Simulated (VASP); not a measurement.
# SnO (P4/nmm) in VASP: further runs, part 2 of 2

VASP 6.6.1. The steps go on from the part before.

### 3 Electric field gradients, r2SCAN

File POSCAR:

```
SnO
1.0
    3.8136952200      0.0000000000      0.0000000000
    0.0000000000      3.8136952200      0.0000000000
    0.0000000000      0.0000000000      4.8869133000
Sn O
2 2
Direct
    0.0000000000      0.5000000000      0.2392995382
    0.5000000000      0.0000000000      0.7607004618
    0.5000000000      0.5000000000      0.0000000000
    0.0000000000      0.0000000000      0.0000000000
```

File INCAR.step1:

```
PREC = Accurate ; ENCUT = 520
ISMEAR = -1 ; SIGMA = 0.01
LREAL = F ; LASPH = T
NELM = 80 ; NBANDS = 28
GGA = PE ; ALGO = Normal
EDIFF = 1E-4 ; LWAVE = T
LCHARG = F
```

File INCAR.step2:

```
PREC = Accurate ; ENCUT = 520
EDIFF = 1E-8 ; ISMEAR = -1
SIGMA = 0.01 ; LREAL = F
LASPH = T ; NELM = 80
ALGO = Normal ; ISIF = 2
LWAVE = F ; LCHARG = F
METAGGA = R2SCAN ; LMIXTAU = T
LEFG = T ; NBANDS = 28
ISTART = 1
```

File KPOINTS:

```
regular mesh
0
Gamma
  9 9 7
```

Potentials or basis: VASP PAW PBE potentials, release 64 (Sn_d, O).

Run with:

```bash
$ cat potpaw_PBE.64/Sn_d/POTCAR potpaw_PBE.64/O/POTCAR > POTCAR
$ cp INCAR.step1 INCAR
$ mpirun -np 1 vasp_std > vasp.out
$ cp INCAR.step2 INCAR
$ mpirun -np 1 vasp_std > vasp.out
```

OUTCAR:

```text
PREC = Accurate
   ENCUT = 520
   EDIFF = 1E-8
   ISMEAR = -1
   LREAL = F
   LASPH = T
   NELM = 80
   ISIF = 2
   METAGGA = R2SCAN
   ISTART = 1

 ion  position               nearest neighbor table
   1  0.000  0.500  0.239-   3 2.24   4 2.24   4 2.24   3 2.24   2 3.57   2 3.57   2 3.57   2 3.57
                             2 3.71   2 3.71   2 3.71   2 3.71
   2  0.500  0.000  0.761-   3 2.24   4 2.24   3 2.24   4 2.24   1 3.57   1 3.57   1 3.57   1 3.57
                             1 3.71   1 3.71   1 3.71   1 3.71
   3  0.500  0.500  0.000-   1 2.24   2 2.24   2 2.24   1 2.24
   4  0.000  0.000  0.000-   1 2.24   2 2.24   1 2.24   2 2.24

  LATTYP: Found a simple tetragonal cell.
 ALAT       =     3.8136952200
 C/A-ratio  =     1.2814116016

  Lattice vectors:

 A1 = (   3.8136952200,   0.0000000000,   0.0000000000)
 A2 = (   0.0000000000,   3.8136952200,   0.0000000000)
 A3 = (   0.0000000000,   0.0000000000,   4.8869133000)

Analysis of symmetry for initial positions (statically):
=====================================================================
 Subroutine PRICEL returns:
 Original cell was already a primitive cell.

 Routine SETGRP: Setting up the symmetry group for a
 simple tetragonal supercell.

 Subroutine GETGRP returns: Found 16 space group operations
 (whereof  8 operations were pure point group operations)
 out of a pool of 16 trial point group operations.

The static configuration has the point symmetry D_2d.
 The point group associated with its full space group is D_4h.

Analysis of symmetry for dynamics (positions and initial velocities):
=====================================================================
 Subroutine PRICEL returns:
 Original cell was already a primitive cell.
[... 916 lines left out ...]
  Direction    XX          YY          ZZ          XY          YZ          ZX
  --------------------------------------------------------------------------------------
  -------------------------------------------------------------------------------------
  Total       -0.3949869     -0.3949869     -0.6849476      0.0000000      0.0000000      0.0000000
  in kB       -8.9036211     -8.9036211    -15.4397883      0.0000000      0.0000000      0.0000000
  external PRESSURE =     -11.0823435 kB  Pullay stress =       0.0000000 kB

 VOLUME and BASIS-vectors are now :
 -----------------------------------------------------------------------------
  energy-cutoff  :      520.00
  volume of cell :       71.08
      direct lattice vectors                 reciprocal lattice vectors
     3.813695220  0.000000000  0.000000000     0.262212878  0.000000000  0.000000000
     0.000000000  3.813695220  0.000000000     0.000000000  0.262212878  0.000000000
     0.000000000  0.000000000  4.886913300     0.000000000  0.000000000  0.204628144

 POSITION                                       TOTAL-FORCE (eV/Angst)
 -----------------------------------------------------------------------------------
      0.00000      1.90685      1.16944         0.000000      0.000000     -0.374209
      1.90685      0.00000      3.71748        -0.000000      0.000000      0.374209
      1.90685      1.90685      0.00000         0.000000      0.000000      0.000000
      0.00000      0.00000      0.00000         0.000000     -0.000000      0.000000
 -----------------------------------------------------------------------------------
    total drift:                                0.000000      0.000000     -0.000000

  FREE ENERGIE OF THE ION-ELECTRON SYSTEM (eV)
  ---------------------------------------------------
  free  energy   TOTEN  =       -66.8973597716 eV

  energy  without entropy=      -66.8973597704  energy(sigma->0) =      -66.89735977

 Electric field gradients (V/A^2)
---------------------------------------------------------------------
 ion       V_xx      V_yy      V_zz      V_xy      V_xz      V_yz
---------------------------------------------------------------------
   1      93.702    93.702  -187.404     0.000    -0.000    -0.000
   2      93.702    93.702  -187.404     0.000     0.000     0.000
   3      -2.691    -2.691     5.383    -0.000    -0.000    -0.000
   4      -2.691    -2.691     5.383     0.000    -0.000    -0.000
---------------------------------------------------------------------

 Electric field gradients after diagonalization (V/A^2)
 (convention: |V_zz| > |V_xx| > |V_yy|)
----------------------------------------------------------------------
 ion       V_xx      V_yy      V_zz     asymmetry (V_yy - V_xx)/ V_zz
----------------------------------------------------------------------
   1      93.702    93.702  -187.404       0.000
   2      93.702    93.702  -187.404       0.000
   3      -2.691    -2.691     5.383       0.000
   4      -2.691    -2.691     5.383       0.000
----------------------------------------------------------------------

           NMR quadrupolar parameters

 Cq : quadrupolar parameter    Cq=e*Q*V_zz/h
 eta: asymmetry parameters     (V_yy - V_xx)/ V_zz
 Q  : nuclear electric quadrupole moment in mb (millibarn)
----------------------------------------------------------------------
 ion       Cq(MHz)       eta       Q (mb)
----------------------------------------------------------------------
   1      -0.453       0.000       1.000
   2      -0.453       0.000       1.000
   3       0.013       0.000       1.000
   4       0.013       0.000       1.000
----------------------------------------------------------------------
```

OUTCAR.step1:

```text
PREC = Accurate
   ENCUT = 520
   ISMEAR = -1
   LREAL = F
   LASPH = T
[... 975 lines left out ...]
      0.00000      1.90685      1.16944        -0.000000     -0.000000      0.087693
      1.90685      0.00000      3.71748         0.000000      0.000000     -0.087693
      1.90685      1.90685      0.00000         0.000000      0.000000      0.000000
      0.00000      0.00000      0.00000         0.000000     -0.000000      0.000000
 -----------------------------------------------------------------------------------
    total drift:                                0.000000      0.000000      0.000000

  FREE ENERGIE OF THE ION-ELECTRON SYSTEM (eV)
  ---------------------------------------------------
  free  energy   TOTEN  =       -22.6954742932 eV

  energy  without entropy=      -22.6954739598  energy(sigma->0) =      -22.69547413
```

Wall time 3.1 min (1 thread of Intel Xeon 6975P-C (Granite Rapids), shared host); peak memory 0.23 GiB.

What came out:

* Free energy: -66.8974 eV
* Pressure: -1.1 GPa
* Largest force: 0.374 eV/Å
* Band gap on the k mesh: 0.29 eV (least direct gap 2.37 eV)
* Largest electric field gradient by atom: Sn -187.4; O +5.4 V/Å²

Forces in eV/Å, atoms in the order of the input:
```
Sn   0.000  0.000 -0.374
Sn   0.000  0.000  0.374
O    0.000  0.000  0.000
O    0.000  0.000  0.000
```

Electric field gradients, principal values (V/Å²):
```
atom   least  middle  greatest (by size)
1 Sn  93.702  93.702            -187.404
2 Sn  93.702  93.702            -187.404
 3 O  -2.691  -2.691               5.383
 4 O  -2.691  -2.691               5.383
```

Caveat: semilocal functionals underestimate gaps, and a narrow one can read as zero; without QUAD_EFG the Cq values of the log hold for a quadrupole moment of 1 mb, not for the nuclei; the PAW data sets were made with another functional, which shifts forces and pressure a little; spin-orbit coupling is left out, which moves the levels of the heavy elements.

### 4 Electric field gradients, r2SCAN

Edit POSCAR of step 3 so:

```diff
@@ -8,4 +8,4 @@
 Direct
-    0.0000000000      0.5000000000      0.2392995382
-    0.5000000000      0.0000000000      0.7607004618
+    0.0000000000      0.5000000000      0.2353738600
+    0.5000000000      0.0000000000      0.7646261400
     0.5000000000      0.5000000000      0.0000000000
```

File INCAR.step1:

```
  ALGO = Normal
  EDIFF = 1E-4
  ENCUT = 520
  GGA = PE
  ISMEAR = -1
  LASPH = T
  LCHARG = F
  LREAL = F
  LWAVE = T
  NBANDS = 28
  NELM = 100
  PREC = Accurate
  SIGMA = 0.01
```

File INCAR.step2:

```
  ALGO = Normal
  EDIFF = 1E-8
  ENCUT = 520
  ISIF = 2
  ISMEAR = -1
  ISTART = 1
  LASPH = T
  LCHARG = F
  LEFG = T
  LMIXTAU = T
  LREAL = F
  LWAVE = F
  METAGGA = R2SCAN
  NBANDS = 28
  NELM = 100
  PREC = Accurate
  SIGMA = 0.01
```

File KPOINTS:

```
k-points
0
Gamma
  9 9 7
```

Potentials or basis: VASP PAW PBE potentials, release 64 (Sn_d, O).

Run with:

```bash
$ cat potpaw_PBE.64/Sn_d/POTCAR potpaw_PBE.64/O/POTCAR > POTCAR
$ cp INCAR.step1 INCAR
$ mpirun -np 1 vasp_std > vasp.out
$ cp INCAR.step2 INCAR
$ mpirun -np 1 vasp_std > vasp.out
```

OUTCAR:

```text
EDIFF = 1E-8
   ENCUT = 520
   ISIF = 2
   ISMEAR = -1
   ISTART = 1
   LASPH = T
   LREAL = F
   METAGGA = R2SCAN
   NELM = 100
   PREC = Accurate

 ion  position               nearest neighbor table
   1  0.000  0.500  0.235-   3 2.23   4 2.23   4 2.23   3 2.23   2 3.54   2 3.54   2 3.54   2 3.54
                             2 3.74   2 3.74   2 3.74   2 3.74
   2  0.500  0.000  0.765-   3 2.23   4 2.23   3 2.23   4 2.23   1 3.54   1 3.54   1 3.54   1 3.54
                             1 3.74   1 3.74   1 3.74   1 3.74
   3  0.500  0.500  0.000-   1 2.23   2 2.23   2 2.23   1 2.23
   4  0.000  0.000  0.000-   1 2.23   2 2.23   1 2.23   2 2.23

  LATTYP: Found a simple tetragonal cell.
 ALAT       =     3.8136952200
 C/A-ratio  =     1.2814116016

  Lattice vectors:

 A1 = (   3.8136952200,   0.0000000000,   0.0000000000)
 A2 = (   0.0000000000,   3.8136952200,   0.0000000000)
 A3 = (   0.0000000000,   0.0000000000,   4.8869133000)

Analysis of symmetry for initial positions (statically):
=====================================================================
 Subroutine PRICEL returns:
 Original cell was already a primitive cell.

 Routine SETGRP: Setting up the symmetry group for a
 simple tetragonal supercell.

 Subroutine GETGRP returns: Found 16 space group operations
 (whereof  8 operations were pure point group operations)
 out of a pool of 16 trial point group operations.

The static configuration has the point symmetry D_2d.
 The point group associated with its full space group is D_4h.

Analysis of symmetry for dynamics (positions and initial velocities):
=====================================================================
 Subroutine PRICEL returns:
 Original cell was already a primitive cell.

 Routine SETGRP: Setting up the symmetry group for a
 simple tetragonal supercell.

 Subroutine GETGRP returns: Found 16 space group operations
 (whereof  8 operations were pure point group operations)
 out of a pool of 16 trial point group operations.

The dynamic configuration has the point symmetry D_2d.
 The point group associated with its full space group is D_4h.

 Subroutine INISYM returns: Found 16 space group operations
 (whereof  8 operations are pure point group operations),
 and found     1 'primitive' translations

----------------------------------------------------------------------------------------

                                     Primitive cell

  volume of cell :      71.0766

  direct lattice vectors                    reciprocal lattice vectors
     3.813695220  0.000000000  0.000000000     0.262212878  0.000000000  0.000000000
     0.000000000  3.813695220  0.000000000     0.000000000  0.262212878  0.000000000
     0.000000000  0.000000000  4.886913300     0.000000000  0.000000000  0.204628144

  length of vectors
     3.813695220  3.813695220  4.886913300     0.262212878  0.262212878  0.204628144

  position of ions in fractional coordinates (direct lattice)
     0.000000000  0.500000000  0.235373860
     0.500000000  0.000000000  0.764626140
     0.500000000  0.500000000  0.000000000
     0.000000000  0.000000000  0.000000000

  ion indices of the primitive-cell ions
   primitive index   ion index
                 1           1
                 2           2
                 3           3
[... 90 lines left out ...]
   IALGO  =     38    algorithm
   IMIX   =      4    mixing-type and parameters
     AMIX     =   0.40;   BMIX     =  1.00
     AMIX_MAG =   1.60;   BMIX_MAG =  1.00
  volume/ion in A,a.u.               =      17.77       119.91
  Fermi-wavevector in a.u.,A,eV,Ry     =   1.351614  2.554180 24.855939  1.826860
  Thomas-Fermi vector in A             =   2.479021
   LORBIT       =      0    0 simple, 1 ext, 2 COOP (PROOUT), +10 PAW based schemes
   METAGGA = R2SCAN    functional components
   LHFCALC =     F    Hartree Fock is set to
   AEXX    =    0.0000 exact exchange contribution
   IVDW    =     0    specifies the selected vdW correction
   LEPSILON=     F    determine dielectric tensor
   LRPA    =     F    only Hartree local field effects (RPA)
 non-spin polarized calculation
  energy-cutoff  :      520.00
  volume of cell :       71.08
 maximum number of plane-waves:      1924
   NGX = 15   NGY = 15   NGZ = 19

 number of electron      39.9999978 magnetization

 Free energy of the ion-electron system (eV)
  ---------------------------------------------------
  ext. energy  EPLUGINS =         0.00000000
  ---------------------------------------------------
  free energy    TOTEN  =       -66.90428021 eV

  energy without entropy =      -66.90428021  energy(sigma->0) =      -66.90428021

 E-fermi :   7.1631     XC(G=0): -10.8470

 val. band max:        6.9733422435   @ k =   0.0000   0.0000   0.0000
 cond. band min:       7.3967639177   @ k =   0.4444   0.4444   0.0000
 fundamental gap:      0.4234216742
 Fermi energy:         7.1630638398

 k-point     1 :       0.0000    0.0000    0.0000
  band No.  band energies     occupation
      1     -15.9453      2.00000
      2     -15.3976      2.00000
      3     -15.3842      2.00000
      4     -15.3842      2.00000
      5     -15.3388      2.00000
      6     -15.3155      2.00000
[... 733 lines left out ...]
     27      15.8251      0.00000
     28      16.1231      0.00000

 [... further k-points ...]

------------------------ aborting loop because EDIFF is reached ----------------------------------------

  FORCE on cell =-STRESS in cart. coord.  units (eV):
  Direction    XX          YY          ZZ          XY          YZ          ZX
  --------------------------------------------------------------------------------------
  -------------------------------------------------------------------------------------
  Total        0.0305604      0.0305604      0.0878503      0.0000000     -0.0000000      0.0000000
  in kB        0.6888783      0.6888783      1.9802829      0.0000000     -0.0000000      0.0000000
  external PRESSURE =       1.1193465 kB  Pullay stress =       0.0000000 kB

 VOLUME and BASIS-vectors are now :
 -----------------------------------------------------------------------------
  energy-cutoff  :      520.00
  volume of cell :       71.08
      direct lattice vectors                 reciprocal lattice vectors
     3.813695220  0.000000000  0.000000000     0.262212878  0.000000000  0.000000000
     0.000000000  3.813695220  0.000000000     0.000000000  0.262212878  0.000000000
     0.000000000  0.000000000  4.886913300     0.000000000  0.000000000  0.204628144

 POSITION                                       TOTAL-FORCE (eV/Angst)
 -----------------------------------------------------------------------------------
      0.00000      1.90685      1.15025        -0.000000      0.000000      0.015178
      1.90685      0.00000      3.73666         0.000000      0.000000     -0.015178
      1.90685      1.90685      0.00000        -0.000000     -0.000000      0.000000
      0.00000      0.00000      0.00000        -0.000000      0.000000      0.000000
 -----------------------------------------------------------------------------------
    total drift:                                0.000000      0.000000      0.000000

  FREE ENERGIE OF THE ION-ELECTRON SYSTEM (eV)
  ---------------------------------------------------
  free  energy   TOTEN  =       -66.9042802053 eV

  energy  without entropy=      -66.9042802053  energy(sigma->0) =      -66.90428021

 Electric field gradients (V/A^2)
---------------------------------------------------------------------
 ion       V_xx      V_yy      V_zz      V_xy      V_xz      V_yz
---------------------------------------------------------------------
   1      93.122    93.122  -186.243    -0.000    -0.000    -0.000
   2      93.122    93.122  -186.243     0.000     0.000    -0.000
   3      -0.572    -0.572     1.143    -0.000    -0.000     0.000
   4      -0.572    -0.572     1.143     0.000    -0.000     0.000
---------------------------------------------------------------------

 Electric field gradients after diagonalization (V/A^2)
 (convention: |V_zz| > |V_xx| > |V_yy|)
----------------------------------------------------------------------
 ion       V_xx      V_yy      V_zz     asymmetry (V_yy - V_xx)/ V_zz
----------------------------------------------------------------------
   1      93.122    93.122  -186.243       0.000
   2      93.122    93.122  -186.243       0.000
   3      -0.572    -0.572     1.143       0.000
   4      -0.572    -0.572     1.143       0.000
----------------------------------------------------------------------

           NMR quadrupolar parameters

 Cq : quadrupolar parameter    Cq=e*Q*V_zz/h
 eta: asymmetry parameters     (V_yy - V_xx)/ V_zz
 Q  : nuclear electric quadrupole moment in mb (millibarn)
----------------------------------------------------------------------
 ion       Cq(MHz)       eta       Q (mb)
----------------------------------------------------------------------
   1      -0.450       0.000       1.000
   2      -0.450       0.000       1.000
   3       0.003       0.000       1.000
   4       0.003       0.000       1.000
----------------------------------------------------------------------
```

Run time: 2.9 min. Hardware: 1 thread of Intel Xeon 6975P-C (Granite Rapids), shared host; peak memory 0.24 GiB.

What came out:

```
Free energy                             : -66.9043 eV
Pressure                                : 0.1 GPa
Largest force                           : 0.015 eV/Å
Band gap on the k mesh                  : 0.42 eV (least direct gap 2.34 eV)
Largest electric field gradient by atom : Sn -186.2; O +1.1 V/Å²
```

Forces on the atoms (eV/Å):
```
Sn   0.000  0.000  0.015
Sn   0.000  0.000 -0.015
O    0.000  0.000  0.000
O    0.000  0.000  0.000
```

Levels at points of the mesh, in eV from the valence-band top:
```csv
k point,band 18,band 19,band 20,band 21,band 22,band 23
"(0.00, 0.00, 0.00)",-3.54,-3.54,0.00,2.37,4.52,4.93
```

Electric field gradients, principal values (V/Å²):
```
atom   least  middle  greatest (by size)
1 Sn  93.122  93.122            -186.243
2 Sn  93.122  93.122            -186.243
 3 O  -0.572  -0.572               1.143
 4 O  -0.572  -0.572               1.143
```

Caveat: semilocal functionals underestimate gaps, and a narrow one can read as zero; without QUAD_EFG the Cq values of the log hold for a quadrupole moment of 1 mb, not for the nuclei; the PAW data sets were made with another functional, which shifts forces and pressure a little; spin-orbit coupling is left out, which moves the levels of the heavy elements. A k mesh can miss the band edges.

### 5 The runs side by side

```tsv
level	cell	gap on the mesh (eV)	pressure (GPa)	largest force (eV/Å)
PBE	as given, atomic positions A	0.30	3.8	0.46
r2SCAN	as given, atomic positions B	0.29	-1.1	0.37
r2SCAN	as given, atomic positions A	0.42	0.1	0.02
```

Alike in all rows: task electric field gradients; potentials or basis VASP PAW PBE potentials, release 64 (Sn_d, O); no spin polarisation; k mesh 9 × 9 × 7; cutoff (eV) 520; smearing fermi-dirac 0.01 eV.

The pressure there spans -1.1 GPa (r2SCAN) to 3.8 GPa (PBE); a positive pressure means that this level wants a larger cell, a negative one a smaller.

Caveats: semilocal functionals underestimate gaps, and a narrow one can read as zero; spin-orbit coupling is left out, which moves the levels of the heavy elements; the PAW data sets were made with another functional, which shifts forces and pressure a little (at least some runs); the cell stands under pressure (at least some runs).

Total energies depend on the potentials used, so only differences within one code and one set of settings carry meaning.
